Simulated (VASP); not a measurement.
# O2 in VASP: single point with LDA

Aim: the single point of O2 with LDA.

All numbers are computed with VASP 6.6.1; they aren't measurements. Logs are shortened: lines on timing, memory, paths and dates and some standing lists are left out, and cuts for length are marked.

### 1 The cell of the first run

The cell holds a molecule in a box, 2 atoms: a = 10.000 Å, b = 10.500 Å, c = 11.000 Å, α = 90.00°, β = 90.00°, γ = 90.00°.

### 2 Single point, LDA, collinear spin, ferromagnetic start

Input file INCAR:

```
PREC = Accurate
ENCUT = 520
EDIFF = 1E-7
ISMEAR = 0
SIGMA = 0.01
LREAL = False
LASPH = True
NELM = 150
ALGO = Normal
ISIF = 2
LWAVE = False
LCHARG = False
ISPIN = 2
MAGMOM = 1 1
LORBIT = 11
NBANDS = 17
```

Input file KPOINTS:

```
Automatic mesh
0
Gamma
  1 1 1
```

Input file POSCAR:

```
O
1.0
   10.0000000000      0.0000000000      0.0000000000
    0.0000000000     10.5000000000      0.0000000000
    0.0000000000      0.0000000000     11.0000000000
O
2
Direct
    0.5000000000      0.5000000000      0.4454340500
    0.5000000000      0.5000000000      0.5545659500
```

Potentials or basis: VASP PAW LDA potentials, release 64 (O).

Launch:

```
$ cat potpaw_LDA.64/O/POTCAR > POTCAR
$ mpirun -np 1 vasp_gam > vasp.out
```

OUTCAR:

```text
PREC = Accurate
   ENCUT = 520
   EDIFF = 1E-7
   ISMEAR = 0
   LREAL = False
   LASPH = True
   NELM = 150
   ISIF = 2
   ISPIN = 2
   LORBIT = 11

 ion  position               nearest neighbor table
   1  0.500  0.500  0.445-   2 1.20
   2  0.500  0.500  0.555-   1 1.20

  LATTYP: Found a simple orthorhombic cell.
 ALAT       =    10.0000000000
 B/A-ratio  =     1.0500000000
 C/A-ratio  =     1.1000000000

  Lattice vectors:

 A1 = (  10.0000000000,   0.0000000000,   0.0000000000)
 A2 = (   0.0000000000,  10.5000000000,   0.0000000000)
 A3 = (   0.0000000000,   0.0000000000,  11.0000000000)

Analysis of symmetry for initial positions (statically):
=====================================================================
 Subroutine PRICEL returns:
 Original cell was already a primitive cell.

 Routine SETGRP: Setting up the symmetry group for a
 simple orthorhombic supercell.

 Subroutine GETGRP returns: Found  8 space group operations
 (whereof  8 operations were pure point group operations)
 out of a pool of  8 trial point group operations.

The static configuration has the point symmetry D_2h.

Analysis of symmetry for dynamics (positions and initial velocities):
=====================================================================
 Subroutine PRICEL returns:
 Original cell was already a primitive cell.

 Routine SETGRP: Setting up the symmetry group for a
 simple orthorhombic supercell.

 Subroutine GETGRP returns: Found  8 space group operations
 (whereof  8 operations were pure point group operations)
 out of a pool of  8 trial point group operations.

The dynamic configuration has the point symmetry D_2h.

Analysis of structural, dynamic, and magnetic symmetry:
=====================================================================
 Subroutine PRICEL returns:
 Original cell was already a primitive cell.

 Routine SETGRP: Setting up the symmetry group for a
 simple orthorhombic supercell.

 Subroutine GETGRP returns: Found  8 space group operations
 (whereof  8 operations were pure point group operations)
 out of a pool of  8 trial point group operations.

The overall configuration has the point symmetry D_2h.

 Subroutine INISYM returns: Found  8 space group operations
[... 88 lines left out ...]
   ISMEAR =     0;   SIGMA  =   0.01  broadening in eV -4-tet -1-fermi 0-gaus
   EFERMI_NEDOS =   21; number of points for ismear=-14 and -15
   IALGO  =     38    algorithm
   IMIX   =      4    mixing-type and parameters
     AMIX     =   0.40;   BMIX     =  1.00
     AMIX_MAG =   1.60;   BMIX_MAG =  1.00
  volume/ion in A,a.u.               =     577.50      3897.16
  Fermi-wavevector in a.u.,A,eV,Ry     =   0.357225  0.675056  1.736231  0.127609
  Thomas-Fermi vector in A             =   1.274455
   LORBIT       =     11    0 simple, 1 ext, 2 COOP (PROOUT), +10 PAW based schemes
   GGA     = CA    functional components
   LHFCALC =     F    Hartree Fock is set to
   AEXX    =    0.0000 exact exchange contribution
   IVDW    =     0    specifies the selected vdW correction
   LEPSILON=     F    determine dielectric tensor
   LRPA    =     F    only Hartree local field effects (RPA)
 spin polarized calculation
 Gauss-broadening in eV      SIGMA  =   0.01
  energy-cutoff  :      520.00
  volume of cell :     1155.00
 maximum number of plane-waves:     15548
 NGX is ok and might be reduce to    80
   NGX = 37   NGY = 39   NGZ = 41

 number of electron      11.9999998 magnetization       1.9999998

 Free energy of the ion-electron system (eV)
  ---------------------------------------------------
  ext. energy  EPLUGINS =         0.00000000
  ---------------------------------------------------
  free energy    TOTEN  =       -10.45899280 eV

  energy without entropy =      -10.45899280  energy(sigma->0) =      -10.45899280

 E-fermi :  -6.6497     XC(G=0):  -0.4666

 val. band max:       -6.7276539778   @ k =   0.0000   0.0000   0.0000
 cond. band min:      -4.7625763318   @ k =   0.0000   0.0000   0.0000
 fundamental gap:      1.9650776461
 Fermi energy:        -6.6497175954

 spin component 1

 k-point     1 :       0.0000    0.0000    0.0000
  band No.  band energies     occupation
      1     -33.1809      1.00000
      2     -20.0787      1.00000
      3     -13.6850      1.00000
      4     -13.6850      1.00000
      5     -13.6735      1.00000
      6      -6.7277      1.00000
[... 9 lines left out ...]
     16       2.3624      0.00000
     17       2.4184      0.00000
 Fermi energy:        -6.6497175954

 spin component 2

 k-point     1 :       0.0000    0.0000    0.0000
  band No.  band energies     occupation
      1     -31.9633      1.00000
      2     -18.4589      1.00000
      3     -12.5777      1.00000
      4     -12.0394      1.00000
      5     -12.0394      1.00000
      6      -4.7626      0.00000
[... 9 lines left out ...]
     16       2.4005      0.00000
     17       2.4873      0.00000

------------------------ aborting loop because EDIFF is reached ----------------------------------------

  FORCE on cell =-STRESS in cart. coord.  units (eV):
  Direction    XX          YY          ZZ          XY          YZ          ZX
  --------------------------------------------------------------------------------------
  -------------------------------------------------------------------------------------
  Total       -0.0679020     -0.0698979      1.9928238     -0.0000000      0.0000000      0.0000000
  in kB       -0.0941914     -0.0969601      2.7643785     -0.0000000      0.0000000      0.0000000
  external PRESSURE =       0.8577423 kB  Pullay stress =       0.0000000 kB

 VOLUME and BASIS-vectors are now :
 -----------------------------------------------------------------------------
  energy-cutoff  :      520.00
  volume of cell :     1155.00
      direct lattice vectors                 reciprocal lattice vectors
    10.000000000  0.000000000  0.000000000     0.100000000  0.000000000  0.000000000
     0.000000000 10.500000000  0.000000000     0.000000000  0.095238095  0.000000000
     0.000000000  0.000000000 11.000000000     0.000000000  0.000000000  0.090909091

 POSITION                                       TOTAL-FORCE (eV/Angst)
 -----------------------------------------------------------------------------------
      5.00000      5.25000      4.89977         0.000000      0.000000     -1.727908
      5.00000      5.25000      6.10023         0.000000      0.000000      1.727908
 -----------------------------------------------------------------------------------
    total drift:                                0.000000      0.000000      0.000000

  FREE ENERGIE OF THE ION-ELECTRON SYSTEM (eV)
  ---------------------------------------------------
  free  energy   TOTEN  =       -10.4589927969 eV

  energy  without entropy=      -10.4589927969  energy(sigma->0) =      -10.45899280

 total charge

# of ion       s       p       d       tot
------------------------------------------
    1        1.602   3.321   0.000   4.923
    2        1.602   3.321   0.000   4.923
--------------------------------------------------
tot          3.205   6.641   0.000   9.846

 magnetization (x)

# of ion       s       p       d       tot
------------------------------------------
    1        0.008   0.795   0.000   0.803
    2        0.008   0.795   0.000   0.803
--------------------------------------------------
tot          0.016   1.590   0.000   1.606
```

stdout:

```text
POSCAR found type information on POSCAR O
 POSCAR found :  1 types and       2 ions
 scaLAPACK will be used
 LDA part: xc-table for (Slater(with rela. corr.)+CA(PZ))
 , standard interpolation
 POSCAR, INCAR and KPOINTS ok, starting setup
 FFT: planning ... GRIDC
 FFT: planning ... GRID_SOFT
 FFT: planning ... GRID
 WAVECAR not read
 entering main loop
```

It took 2.1 min on 1 thread of Intel Xeon Platinum 8259CL at 2.50GHz (Skylake/Cascade Lake), shared host; peak memory 0.7 GiB.

What came out:

* Free energy: -10.4590 eV
* Largest force: 1.728 eV/Å
* Gap between the frontier levels: 1.97 eV
* Net moment: 2.00 μB per cell
* Site moments: O +0.80 μB
* Valence electrons inside the program's atomic spheres: O 4.92

Forces in eV/Å, atoms in the order of the input:
```
O    0.000  0.000 -1.728
O    0.000  0.000  1.728
```

Levels at points of the mesh, in eV from the valence-band top:
Spin up:
```
           k point  band 5  band 6  band 7  band 8  band 9  band 10
(0.00, 0.00, 0.00)   -6.95    0.00    0.00    6.52    7.58     7.75
```
Spin down:
| k point | band 3 | band 4 | band 5 | band 6 | band 7 | band 8 |
| --- | --- | --- | --- | --- | --- | --- |
| (0.00, 0.00, 0.00) | -5.85 | -5.31 | -5.31 | 1.97 | 1.97 | 6.56 |

Caveat: the standard files for N, O and F lose accuracy on very short bonds.
